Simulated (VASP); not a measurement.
# NaI (I4_1/amd) in VASP: single point with PBE+D3(BJ)

Aim: the single point of NaI with PBE+D3(BJ).

Everything below comes from runs of VASP 6.6.1. Logs are shortened: lines on timing, memory, paths and dates and some standing lists are left out, and cuts for length are marked.

**1. The cell of the first run**

It takes space group I4_1/amd (No. 141, tetragonal). The conventional cell has a = 4.429 Å, b = 4.429 Å, c = 16.728 Å, α = 90.00°, β = 90.00°, γ = 90.00°. Na (site symmetry -4m2) has 4 I at 3.13 Å within 4.1 Å. I (site symmetry -4m2) has 4 Na at 3.13 Å within 4.1 Å.

**2. Single point, PBE+D3(BJ)**

File INCAR:

```
ALGO     = Normal         # electronic algorithm
EDIFF    = 1E-6           # SCF threshold, eV
ENCUT    = 520            # plane-wave cutoff, eV
GGA      = PE             # functional
ISIF     = 2              # what is computed and relaxed
ISMEAR   = 0              # smearing method
IVDW     = 12             # dispersion correction
LASPH    = T              # aspherical terms in the spheres
LCHARG   = T              # write CHGCAR
LELF     = T              # ELF
LREAL    = F              # projectors in reciprocal space
LVHAR    = T            
LWAVE    = F              # write WAVECAR
NBANDS   = 22             # bands
NELM     = 100            # most SCF steps
PREC     = Accurate       # precision mode
SIGMA    = 0.05           # smearing width, eV
```

File KPOINTS:

```
k-points
0
Gamma
  8 8 8
```

File POSCAR:

```
NaI
1.0
   -2.2145135000      2.2145135000      8.3637720000
    2.2145135000     -2.2145135000      8.3637720000
    2.2145135000      2.2145135000     -8.3637720000
Na I
2 2
Direct
    0.2500000000      0.7500000000      0.5000000000
    0.5000000000      0.5000000000      0.0000000000
    0.7500000000      0.2500000000      0.5000000000
    0.0000000000      0.0000000000      0.0000000000
```

Potentials or basis: VASP PAW PBE potentials, release 64 (Na_pv, I).

The run is started by

```console
> cat potpaw_PBE.64/Na_pv/POTCAR potpaw_PBE.64/I/POTCAR > POTCAR
> mpirun -np 1 vasp_std > vasp.out
```

OUTCAR:

```text
EDIFF = 1E-6
   ENCUT = 520
   GGA = PE
   ISIF = 2
   ISMEAR = 0
   IVDW = 12
   LASPH = T
   LREAL = F
   NELM = 100
   PREC = Accurate
 IVDW          = 12

 ion  position               nearest neighbor table
   1  0.250  0.750  0.500-   3 3.13   3 3.13   3 3.13   3 3.13
   2  0.500  0.500  0.000-   4 3.13   4 3.13   4 3.13   4 3.13
   3  0.750  0.250  0.500-   1 3.13   1 3.13   1 3.13   1 3.13
   4  0.000  0.000  0.000-   2 3.13   2 3.13   2 3.13   2 3.13

  LATTYP: Found a body centered tetragonal cell.
 ALAT       =     4.4290270000
 C/A-ratio  =     3.7767988319

  Lattice vectors:

 A1 = (  -2.2145135000,   2.2145135000,   8.3637720000)
 A2 = (   2.2145135000,  -2.2145135000,   8.3637720000)
 A3 = (   2.2145135000,   2.2145135000,  -8.3637720000)

Analysis of symmetry for initial positions (statically):
=====================================================================
 Subroutine PRICEL returns:
 Original cell was already a primitive cell.

 Routine SETGRP: Setting up the symmetry group for a
 body centered tetragonal supercell.

 Subroutine GETGRP returns: Found 16 space group operations
 (whereof  8 operations were pure point group operations)
 out of a pool of 16 trial point group operations.

The static configuration has the point symmetry D_2d.
 The point group associated with its full space group is D_4h.

Analysis of symmetry for dynamics (positions and initial velocities):
=====================================================================
 Subroutine PRICEL returns:
 Original cell was already a primitive cell.

 Routine SETGRP: Setting up the symmetry group for a
 body centered tetragonal supercell.

 Subroutine GETGRP returns: Found 16 space group operations
 (whereof  8 operations were pure point group operations)
 out of a pool of 16 trial point group operations.

The dynamic configuration has the point symmetry D_2d.
 The point group associated with its full space group is D_4h.

 Subroutine INISYM returns: Found 16 space group operations
 (whereof  8 operations are pure point group operations),
 and found     1 'primitive' translations

----------------------------------------------------------------------------------------

                                     Primitive cell

  volume of cell :     164.0661

  direct lattice vectors                    reciprocal lattice vectors
    -2.214513500  2.214513500  8.363772000     0.000000000  0.225783225  0.059781639
     2.214513500 -2.214513500  8.363772000     0.225783225  0.000000000  0.059781639
     2.214513500  2.214513500 -8.363772000     0.225783225  0.225783225  0.000000000

  length of vectors
     8.930891453  8.930891453  8.930891453     0.233563501  0.233563501  0.319305699

  position of ions in fractional coordinates (direct lattice)
     0.250000000  0.750000000  0.500000000
     0.500000000  0.500000000  0.000000000
     0.750000000  0.250000000  0.500000000
     0.000000000  0.000000000  0.000000000

  ion indices of the primitive-cell ions
   primitive index   ion index
                 1           1
                 2           2
                 3           3
                 4           4

----------------------------------------------------------------------------------------

 KPOINTS: k-points

Automatic generation of k-mesh.
 Grid dimensions read from file:
 generate k-points for:    8    8    8

 Generating k-lattice:

  Cartesian coordinates                     Fractional coordinates (reciprocal lattice)
     0.000000000  0.028222903  0.007472705     0.125000000  0.000000000  0.000000000
     0.028222903  0.000000000  0.007472705     0.000000000  0.125000000  0.000000000
     0.028222903  0.028222903  0.000000000     0.000000000  0.000000000  0.125000000

  Length of vectors
     0.029195438  0.029195438  0.039913212

  Shift w.r.t. Gamma in fractional coordinates (k-lattice)
     0.000000000  0.000000000  0.000000000

 Subroutine IBZKPT returns following result:
 ===========================================

 Found     59 irreducible k-points:

 Following reciprocal coordinates:
            Coordinates               Weight
  0.000000  0.000000  0.000000      1.000000
  0.125000  0.000000 -0.000000      8.000000
  0.250000  0.000000 -0.000000      8.000000
  0.375000  0.000000 -0.000000      8.000000
  0.500000  0.000000 -0.000000      4.000000
  0.125000  0.125000 -0.000000      8.000000
[... 16 lines left out ...]
  0.250000  0.125000  0.125000     16.000000
  0.375000  0.125000  0.125000      8.000000
 [... further k-points ...]
   k-points           NKPTS =     59   k-points in BZ     NKDIM =     59   number of bands    NBANDS=     22
   number of dos      NEDOS =    301   number of ions     NIONS =      4
   total plane-waves  NPLWV = 343000
   dimension x,y,z NGX =    70 NGY =   70 NGZ =   70
   dimension x,y,z NGXF=   140 NGYF=  140 NGZF=  140
   ions per type =               2   2
   NGX,Y,Z   is equivalent  to a cutoff of  13.03, 13.03, 13.03 a.u.
   NGXF,Y,Z  is equivalent  to a cutoff of  26.06, 26.06, 26.06 a.u.
 SYSTEM =  unknown system
   PREC   = accura    normal or accurate (medium, high low for compatibility)
   ISTART =      0    job   : 0-new  1-cont  2-samecut
   ICHARG =      2    charge: 1-file 2-atom 10-const
   ISPIN  =      1    spin polarized calculation?
   LNONCOLLINEAR =      F non collinear calculations
   LSORBIT =      F    spin-orbit coupling
   LASPH  =      T    aspherical Exc in radial PAW
   ENCUT  =  520.0 eV  38.22 Ry    6.18 a.u.  16.61 16.61 16.61*2*pi/ulx,y,z
   NELM   =    100;   NELMIN=  2; NELMDL= -5     # of ELM steps
   EDIFF  = 0.1E-05   stopping-criterion for ELM
   LREAL  =      F    real-space projection
   EDIFFG = 0.1E-04   stopping-criterion for IOM
   NSW    =      0    number of steps for IOM
   IBRION =     -1    ionic relax: 0-MD 1-quasi-New 2-CG
   NFREE  =      0    steps in history (QN), initial steepest desc. (CG)
   ISIF   =      2    stress and relaxation
   ISYM   =      2    0-nonsym 1-usesym 2-fastsym
   POTIM  = 0.5000    time-step for ionic-motion
   TEBEG  =    0.0;   TEEND  =   0.0 temperature during run
   PSTRESS=    0.0 pullay stress
   NELECT =      28.0000    total number of electrons
   NUPDOWN=      -1.0000    fix difference up-down
   EMIN   =  10.00;   EMAX   =-10.00  energy-range for DOS
   EFERMI =   0.00;   METHOD = LEGACY
   ISMEAR =     0;   SIGMA  =   0.05  broadening in eV -4-tet -1-fermi 0-gaus
   EFERMI_NEDOS =   21; number of points for ismear=-14 and -15
   IALGO  =     38    algorithm
   IMIX   =      4    mixing-type and parameters
     AMIX     =   0.40;   BMIX     =  1.00
     AMIX_MAG =   1.60;   BMIX_MAG =  1.00
  volume/ion in A,a.u.               =      41.02       276.79
  Fermi-wavevector in a.u.,A,eV,Ry     =   0.908074  1.716011 11.219342  0.824598
  Thomas-Fermi vector in A             =   2.031957
   LORBIT       =      0    0 simple, 1 ext, 2 COOP (PROOUT), +10 PAW based schemes
   GGA     = PE    functional components
   LHFCALC =     F    Hartree Fock is set to
   AEXX    =    0.0000 exact exchange contribution
   IVDW    =    12    specifies the selected vdW correction
   LEPSILON=     F    determine dielectric tensor
   LRPA    =     F    only Hartree local field effects (RPA)
 non-spin polarized calculation
 Gauss-broadening in eV      SIGMA  =   0.05
  energy-cutoff  :      520.00
  volume of cell :      164.07
 maximum number of plane-waves:      4440
 NGX is ok and might be reduce to    70
   NGX = 33   NGY = 33   NGZ = 33

 number of electron      28.0000003 magnetization

 Free energy of the ion-electron system (eV)
  ---------------------------------------------------
  ext. energy  EPLUGINS =         0.00000000
  ---------------------------------------------------
  free energy    TOTEN  =       -10.30249505 eV

  energy without entropy =      -10.30249505  energy(sigma->0) =      -10.30249505

 E-fermi :   0.1086     XC(G=0):  -6.8415

 val. band max:       -0.1497250364   @ k =  -0.2500   0.2500   0.0000
 cond. band min:       2.9334127319   @ k =   0.0000   0.0000   0.0000
 fundamental gap:      3.0831377683
 Fermi energy:         0.1086050191

 k-point     1 :       0.0000    0.0000    0.0000
  band No.  band energies     occupation
      1     -23.0380      2.00000
      2     -23.0365      2.00000
      3     -22.9831      2.00000
      4     -22.9831      2.00000
      5     -22.9830      2.00000
      6     -22.9830      2.00000
[... 14 lines left out ...]
     21       9.2526      0.00000
     22       9.2540      0.00000

 k-point     2 :       0.1250    0.0000   -0.0000
  band No.  band energies     occupation
      1     -23.0379      2.00000
      2     -23.0365      2.00000
      3     -22.9837      2.00000
      4     -22.9836      2.00000
      5     -22.9830      2.00000
      6     -22.9829      2.00000
[... 14 lines left out ...]
     21       8.3245      0.00000
     22       9.0181      0.00000

 k-point     3 :       0.2500    0.0000   -0.0000
  band No.  band energies     occupation
      1     -23.0377      2.00000
      2     -23.0365      2.00000
      3     -22.9853      2.00000
      4     -22.9852      2.00000
      5     -22.9827      2.00000
      6     -22.9826      2.00000
[... 14 lines left out ...]
     21       8.1162      0.00000
     22       8.4582      0.00000

 k-point     4 :       0.3750    0.0000   -0.0000
  band No.  band energies     occupation
      1     -23.0375      2.00000
      2     -23.0366      2.00000
      3     -22.9868      2.00000
      4     -22.9867      2.00000
      5     -22.9824      2.00000
      6     -22.9823      2.00000
[... 14 lines left out ...]
     21       8.2724      0.00000
     22       8.3248      0.00000

 k-point     5 :       0.5000    0.0000   -0.0000
  band No.  band energies     occupation
      1     -23.0374      2.00000
      2     -23.0366      2.00000
      3     -22.9875      2.00000
      4     -22.9873      2.00000
      5     -22.9823      2.00000
      6     -22.9822      2.00000
[... 14 lines left out ...]
     21       8.1414      0.00000
     22       8.1845      0.00000

 k-point     6 :       0.1250    0.1250   -0.0000
  band No.  band energies     occupation
      1     -23.0378      2.00000
      2     -23.0365      2.00000
      3     -22.9837      2.00000
      4     -22.9836      2.00000
      5     -22.9835      2.00000
      6     -22.9834      2.00000
[... 14 lines left out ...]
     21       8.0117      0.00000
     22       8.1250      0.00000

 k-point     7 :       0.2500    0.1250   -0.0000
  band No.  band energies     occupation
      1     -23.0376      2.00000
      2     -23.0366      2.00000
      3     -22.9851      2.00000
      4     -22.9850      2.00000
      5     -22.9833      2.00000
      6     -22.9832      2.00000
[... 324 lines left out ...]
      6     -22.9856      2.00000
[... 14 lines left out ...]
     21       8.0440      0.00000
     22       8.0753      0.00000

 k-point    21 :       0.5000    0.5000   -0.0000
  band No.  band energies     occupation
      1     -23.0368      2.00000
      2     -23.0368      2.00000
      3     -22.9861      2.00000
      4     -22.9861      2.00000
      5     -22.9861      2.00000
      6     -22.9861      2.00000
[... 14 lines left out ...]
     21       8.8019      0.00000
     22       8.8022      0.00000

 k-point    22 :       0.1250    0.1250    0.1250
  band No.  band energies     occupation
      1     -23.0375      2.00000
      2     -23.0365      2.00000
      3     -22.9848      2.00000
      4     -22.9848      2.00000
      5     -22.9846      2.00000
      6     -22.9845      2.00000
[... 14 lines left out ...]
     21       7.9175      0.00000
     22       8.1674      0.00000

 k-point    23 :       0.2500    0.1250    0.1250
  band No.  band energies     occupation
      1     -23.0373      2.00000
      2     -23.0366      2.00000
      3     -22.9862      2.00000
      4     -22.9861      2.00000
      5     -22.9844      2.00000
      6     -22.9843      2.00000
[... 14 lines left out ...]
     21       7.8444      0.00000
     22       8.1303      0.00000

 k-point    24 :       0.3750    0.1250    0.1250
  band No.  band energies     occupation
      1     -23.0371      2.00000
      2     -23.0366      2.00000
      3     -22.9868      2.00000
      4     -22.9867      2.00000
      5     -22.9842      2.00000
      6     -22.9841      2.00000
[... 14 lines left out ...]
     21       7.8899      0.00000
     22       7.9653      0.00000

 [... further k-points ...]

------------------------ aborting loop because EDIFF is reached ----------------------------------------

 Edisp (eV)   -0.80707

 E8    (eV) :    -0.3706

  FORCE on cell =-STRESS in cart. coord.  units (eV):
  Direction    XX          YY          ZZ          XY          YZ          ZX
  --------------------------------------------------------------------------------------
  -------------------------------------------------------------------------------------
  Total      -0.77784    -0.77784    -0.90853     0.00000     0.00000     0.00000
  in kB      -7.59593    -7.59593    -8.87222     0.00000     0.00000     0.00000
  external pressure =       -8.02 kB  Pullay stress =        0.00 kB

 VOLUME and BASIS-vectors are now :
 -----------------------------------------------------------------------------
  energy-cutoff  :      520.00
  volume of cell :      164.07
      direct lattice vectors                 reciprocal lattice vectors
    -2.214513500  2.214513500  8.363772000     0.000000000  0.225783225  0.059781639
     2.214513500 -2.214513500  8.363772000     0.225783225  0.000000000  0.059781639
     2.214513500  2.214513500 -8.363772000     0.225783225  0.225783225  0.000000000

 POSITION                                       TOTAL-FORCE (eV/Angst)
 -----------------------------------------------------------------------------------
      2.21451      0.00000      4.18189        -0.000000      0.000000     -0.000000
      0.00000      0.00000      8.36377         0.000000     -0.000000     -0.000000
      0.00000      2.21451      4.18189         0.000000     -0.000000      0.000000
      0.00000      0.00000      0.00000        -0.000000      0.000000      0.000000
 -----------------------------------------------------------------------------------
    total drift:                                0.000000     -0.000000      0.000000

  FREE ENERGIE OF THE ION-ELECTRON SYSTEM (eV)
  ---------------------------------------------------
  free  energy   TOTEN  =       -11.1095609156 eV

  energy  without entropy=      -11.1095609156  energy(sigma->0) =      -11.10956092
```

Wall time 11 min (1 thread of Intel Xeon Platinum 8375C at 2.90GHz (Ice Lake), shared host); peak memory 0.72 GiB.

Results:

```
Free energy                : -11.1096 eV
Pressure                   : -0.8 GPa
Band gap on the k mesh     : 3.08 eV, indirect (least direct gap 3.13 eV)
Dispersion energy per atom : -0.202 eV
```

Caveat: spin-orbit coupling is left out, which moves the levels of the heavy elements.
